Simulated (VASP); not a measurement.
# La (P6_3/mmc) in VASP: notebook, part 2 of 2

VASP 6.6.1. Earlier steps stand in the parts before.

### Step 3. Single point, PBE (volume scaled by 1.02)

INCAR reads:

```
ALGO = Normal
EDIFF = 1E-7
ENCUT = 520
GGA = PE
ISIF = 2
ISMEAR = -1
LASPH = T
LCHARG = T
LELF = T
LREAL = F
LVHAR = T
LWAVE = F
NBANDS = 18
NELM = 100
PREC = Accurate
SIGMA = 0.05
```

KPOINTS reads:

```
k-points
0
Gamma
  12 12 7
```

POSCAR reads:

```
La
1.0
    3.8081129967      0.0000000000      0.0000000000
   -1.9040564983      3.2979225957      0.0000000000
    0.0000000000      0.0000000000      6.1163693195
La
2
Direct
    0.3333333333      0.6666666667      0.2500000000
    0.6666666667      0.3333333333      0.7500000000
```

Potentials or basis: VASP PAW PBE potentials, release 64 (La).

On the command line:

```console
> cat potpaw_PBE.64/La/POTCAR > POTCAR
> mpirun -np 1 vasp_std > vasp.out
```

OUTCAR:

```text
EDIFF = 1E-7
   ENCUT = 520
   GGA = PE
   ISIF = 2
   ISMEAR = -1
   LASPH = T
   LREAL = F
   NELM = 100
   PREC = Accurate

 ion  position               nearest neighbor table
   1  0.333  0.667  0.250-
   2  0.667  0.333  0.750-

  LATTYP: Found a hexagonal cell.
 ALAT       =     3.8081129967
 C/A-ratio  =     1.6061417623

  Lattice vectors:

 A1 = (   3.8081129967,   0.0000000000,   0.0000000000)
[... 187 lines left out ...]
      1     -25.3704      2.00000
      2     -25.1884      2.00000
      3      -9.6894      2.00000
      4      -8.6160      2.00000
      5      -8.6160      2.00000
      6      -8.4417      2.00000
[... 481 lines left out ...]
      5      -9.1333      2.00000
      6      -8.8168      2.00000
[... 10 lines left out ...]
     17       9.2715      0.00000
     18       9.3227      0.00000

 [... further k-points ...]
[... 5 lines left out ...]
  --------------------------------------------------------------------------------------
  -------------------------------------------------------------------------------------
  Total       -0.1975775     -0.1975775     -0.2126148     -0.0000000      0.0000000      0.0000000
  in kB       -4.1210136     -4.1210136     -4.4346575     -0.0000000      0.0000000      0.0000000
  external PRESSURE =      -4.2255616 kB  Pullay stress =       0.0000000 kB

 VOLUME and BASIS-vectors are now :
 -----------------------------------------------------------------------------
  energy-cutoff  :      520.00
  volume of cell :       76.81
      direct lattice vectors                 reciprocal lattice vectors
     3.808112997  0.000000000  0.000000000     0.262597250  0.151610593  0.000000000
    -1.904056498  3.297922596  0.000000000     0.000000000  0.303221186  0.000000000
     0.000000000  0.000000000  6.116369320     0.000000000  0.000000000  0.163495686

 POSITION                                       TOTAL-FORCE (eV/Angst)
 -----------------------------------------------------------------------------------
     -0.00000      2.19862      1.52909         0.000000     -0.000000      0.000000
      1.90406      1.09931      4.58728        -0.000000      0.000000      0.000000
 -----------------------------------------------------------------------------------
    total drift:                                0.000000     -0.000000      0.000000

  FREE ENERGIE OF THE ION-ELECTRON SYSTEM (eV)
  ---------------------------------------------------
  free  energy   TOTEN  =        -9.7305571626 eV

  energy  without entropy=       -9.6991942794  energy(sigma->0) =       -9.71487572
```

OSZICAR:

```text
N       E                     dE             d eps       ncg     rms          rms(c)
DAV:   1     0.256129954532E+03    0.25613E+03   -0.80214E+03  2744   0.166E+03
DAV:   2     0.284751948058E+02   -0.22765E+03   -0.22449E+03  3864   0.301E+02
DAV:   3    -0.626955737277E+01   -0.34745E+02   -0.34042E+02  4546   0.137E+02
DAV:   4    -0.943849573163E+01   -0.31689E+01   -0.31350E+01  5440   0.370E+01
DAV:   5    -0.968575024323E+01   -0.24725E+00   -0.24682E+00  4376   0.101E+01    0.320E+00
DAV:   6    -0.972406023846E+01   -0.38310E-01   -0.50317E-01  5446   0.493E+00    0.162E+00
DAV:   7    -0.972289574710E+01    0.11645E-02   -0.54297E-02  4432   0.181E+00    0.511E-01
DAV:   8    -0.972748375078E+01   -0.45880E-02   -0.25909E-02  5432   0.125E+00    0.221E-01
DAV:   9    -0.972712201385E+01    0.36174E-03   -0.50817E-04  4392   0.173E-01    0.240E-01
DAV:  10    -0.973047739395E+01   -0.33554E-02   -0.11716E-02  4744   0.762E-01    0.920E-02
DAV:  11    -0.973055915116E+01   -0.81757E-04   -0.77351E-04  5456   0.231E-01    0.810E-02
DAV:  12    -0.973055384577E+01    0.53054E-05   -0.46663E-05  4304   0.584E-02    0.690E-02
DAV:  13    -0.973055781560E+01   -0.39698E-05   -0.18876E-04  5408   0.144E-01    0.306E-03
DAV:  14    -0.973055906629E+01   -0.12507E-05   -0.85594E-06  4504   0.295E-02    0.132E-02
DAV:  15    -0.973055712023E+01    0.19461E-05   -0.68697E-06  4936   0.283E-02    0.351E-03
DAV:  16    -0.973055716255E+01   -0.42327E-07   -0.35698E-07  4632   0.625E-03
   1 F= -.97305572E+01 E0= -.97148757E+01  d E =-.313629E-01
```

Wall time 85 s (1 thread of Oxide Virtual Turin-like, shared host); peak memory 0.23 GiB.

Results:

| Property | Result |
| --- | --- |
| Free energy | -9.7306 eV |
| Pressure | -0.4 GPa |
| Band gap on the k mesh | zero (band 11 reaches 8.65 eV, above the bottom of band 12 at 7.32 eV) |

Levels at points of the mesh, in eV from the Fermi level:
```
           k point  band 7  band 8  band 9  band 10  band 11  band 12  band 13  band 14  band 15  band 16
(0.00, 0.00, 0.00)  -15.98  -15.93   -3.18    -1.71     1.11     1.30     1.30     1.51     1.59     1.62
(0.50, 0.00, 0.00)  -16.26  -16.12   -1.51    -1.14    -1.07     1.09     1.19     1.28     1.46     1.78
```

Caveat: spin-orbit coupling is left out, which moves the levels of the heavy elements.

### Step 4. Single point, PBE (volume scaled by 1.06)

INCAR reads:

```
ALGO = Normal ; EDIFF = 1E-6
ENCUT = 520 ; GGA = PE
ISIF = 2 ; ISMEAR = -1
LASPH = True ; LCHARG = False
LREAL = False ; LWAVE = False
NBANDS = 18 ; NELM = 80
PREC = Accurate ; SIGMA = 0.05
```

KPOINTS is that of step 3.

POSCAR reads:

```
La
1.0
    3.8572553588      0.0000000000      0.0000000000
   -1.9286276794      3.3404811296      0.0000000000
    0.0000000000      0.0000000000      6.1952989195
La
2
Direct
    0.3333333333      0.6666666667      0.2500000000
    0.6666666667      0.3333333333      0.7500000000
```

On the command line:

```console
> cat potpaw_PBE.64/La/POTCAR > POTCAR
> mpirun -np 1 vasp_std > vasp.out
```

It took 2.6 min on 1 thread of Oxide Virtual Turin-like, shared host; peak memory 0.24 GiB.

Results (log left out):

| Item | Value |
| --- | --- |
| Free energy | -9.7139 eV |
| Pressure | -1.3 GPa |
| Band gap on the k mesh | zero (band 11 reaches 8.27 eV, above the bottom of band 12 at 7.00 eV) |

Stress tensor (GPa, compression positive):
```
-1.31  0.00  0.00
 0.00 -1.31  0.00
 0.00  0.00 -1.41
```

Levels at points of the mesh, in eV from the Fermi level:
```tsv
k point	band 8	band 9	band 10	band 11	band 12	band 13	band 14	band 15
(0.00, 0.00, 0.00)	-16.06	-3.20	-1.66	1.09	1.27	1.27	1.45	1.52
(0.50, 0.00, 0.00)	-16.23	-1.43	-1.14	-1.01	0.97	1.17	1.21	1.40
```

Caveat: spin-orbit coupling is left out, which moves the levels of the heavy elements.

### Step 5. Overview

```csv
cell,gap on the mesh (eV),pressure (GPa)
"a = 3.783, b = 3.783, c = 6.076 Å, angles 90.0, 90.0, 120.0°, 2 atoms",none,0.1
"a = 3.808, b = 3.808, c = 6.116 Å, angles 90.0, 90.0, 120.0°, 2 atoms",none,-0.4
"a = 3.857, b = 3.857, c = 6.195 Å, angles 90.0, 90.0, 120.0°, 2 atoms",none,-1.3
```

Alike in all rows: task single point; level PBE; potentials or basis VASP PAW PBE potentials, release 64 (La); no spin polarisation; k mesh 12 × 12 × 7; cutoff (eV) 520; smearing fermi-dirac 0.05 eV.

Caveats: spin-orbit coupling is left out, which moves the levels of the heavy elements.

Total energies depend on the potentials used, so only differences within one code and one set of settings carry meaning.
